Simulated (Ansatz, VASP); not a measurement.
**One calculation of InO, two programs**

Contents of INCAR:

```
SYSTEM = InO
  PREC = Accurate
  ENCUT = 600
  EDIFF = 1E-6
  ISMEAR = 0
  SIGMA = 0.05
  LREAL = .FALSE.
  LASPH = .TRUE.
  NELM = 120
  ALGO = Normal
  ISIF = 2
  LWAVE = .FALSE.
  LCHARG = .FALSE.
  GGA = PE
  IVDW = 12
  NBANDS = 27
  GGA_COMPAT = .FALSE.
```

Contents of KPOINTS:

```
regular mesh
0
G
  12 12 4
  0 0 0
```

File POSCAR:

```
InO
1.0
    3.2275495533      0.0000000000      0.0000000000
   -1.6137747767      2.7951399051      0.0000000000
    0.0000000000      0.0000000000     17.9007888594
In O
2 2
Direct
    0.6666666667      0.3333333333      0.5895266171
    0.6666666667      0.3333333333      0.4104733829
    0.0000000000      0.0000000000      0.6398766426
    0.0000000000      0.0000000000      0.3601233574
```

Input for Ansatz:

```yaml
crystal:
  lattice:
    - [3.2275495533, 0.0, 0.0]
    - [-1.6137747767, 2.7951399051, 0.0]
    - [0.0, 0.0, 17.9007888594]
  atoms:
    - { symbol: In, position: [0.6666666667, 0.3333333333, 0.5895266171] }
    - { symbol: In, position: [0.6666666667, 0.3333333333, 0.4104733829] }
    - { symbol: O, position: [0.0, 0.0, 0.6398766426] }
    - { symbol: O, position: [0.0, 0.0, 0.3601233574] }
basis:
  ecutwfc: 420
kpoints:
  mp_grid: { grid: [12, 12, 4] }
hamiltonian:
  xc: pbe
  dispersion: d3bj
scf:
  occupations: { method: gaussian, width: 0.05 }
output:
  forces: true
  stress: true
  eigenvalues: true
```

Alike in both runs: task single point; functional PBE; dispersion D3(BJ); k mesh 12 × 12 × 4; occupations gaussian, width 0.05 eV; no spin polarisation.

```csv
,VASP,Ansatz
version,VASP 6.6.1,Ansatz 0.2.0
potentials or method,"VASP PAW PBE potentials, release 64 (In_d, O), cutoff 600 eV","scalar-relativistic, plane waves, PAW"
valence electrons in the cell,38,38
```

Ansatz gave:

* gap on the k mesh at the Fermi level (eV): none
* rms of the force components (eV/Å): 0.585

Estimate VASP's values.

gap on the k mesh at the Fermi level (eV): none; rms of the force components (eV/Å): 0.607.

Atom by atom the forces differ by 0.026 eV/Å (rms over components). A gap of «none» marks a metal or a gap that the smearing closes.
